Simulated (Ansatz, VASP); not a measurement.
Two plane-wave programs on Sn

File INCAR:

```
SYSTEM = Sn
PREC = Accurate ; ENCUT = 520
EDIFF = 1E-7 ; ISMEAR = 0
SIGMA = 0.15 ; LREAL = .False.
LASPH = .True. ; NELM = 100
ALGO = Fast ; ISIF = 2
LWAVE = .False. ; LCHARG = .True.
GGA = PS ; LELF = .True.
LVHAR = .True. ; NBANDS = 21
```

Contents of KPOINTS:

```
regular mesh
0
Gamma
  12 12 12
  0 0 0
```

The input POSCAR:

```
Sn
1.0
    0.0000000000      3.2780560000      3.2456000000
    3.2456000000      0.0000000000      3.2456000000
    3.2456000000      3.2780560000      0.0000000000
Sn
2
Direct
    0.5000000000      0.5000000000      0.5000000000
    0.7500000000      0.7500000000      0.7500000000
```

Input for Ansatz:

```yaml
crystal:
  lattice:
    - [0.0, 3.278056, 3.2456]
    - [3.2456, 0.0, 3.2456]
    - [3.2456, 3.278056, 0.0]
  atoms:
    - { symbol: Sn, position: [0.5, 0.5, 0.5] }
    - { symbol: Sn, position: [0.75, 0.75, 0.75] }
basis:
  ecutwfc: 420
kpoints:
  mp_grid: { grid: [12, 12, 12] }
hamiltonian:
  xc: pbesol
scf:
  occupations: { method: gaussian, width: 0.15 }
output:
  forces: true
  stress: true
  eigenvalues: true
```

Change from the starting cell: strain +0.0100 x Voigt [0, 1, 0, 0, 0, 0], atoms carried along.

Alike in both runs: task single point; functional PBEsol; k mesh 12 × 12 × 12; occupations gaussian, width 0.15 eV; no spin polarisation.

```csv
,VASP,Ansatz
version,VASP 6.6.1,Ansatz 0.2.0
potentials or method,"VASP PAW PBE potentials, release 64 (Sn_d), cutoff 520 eV","scalar-relativistic, plane waves, PAW"
valence electrons in the cell,28,28
```

```csv
,VASP,Ansatz,Ansatz less VASP
gap on the k mesh at the Fermi level (eV),none,none,-
pressure (GPa),0.5,0.5,+0.07
"traceless stress, the component that is largest in VASP (GPa)",-0.20,-0.20,0.000
```

VASP's potentials were made for PBE, not for PBEsol. A gap of «none» marks a metal or a gap that the smearing closes. The functional is the same, so the differences come from potentials, cutoffs and numerics.
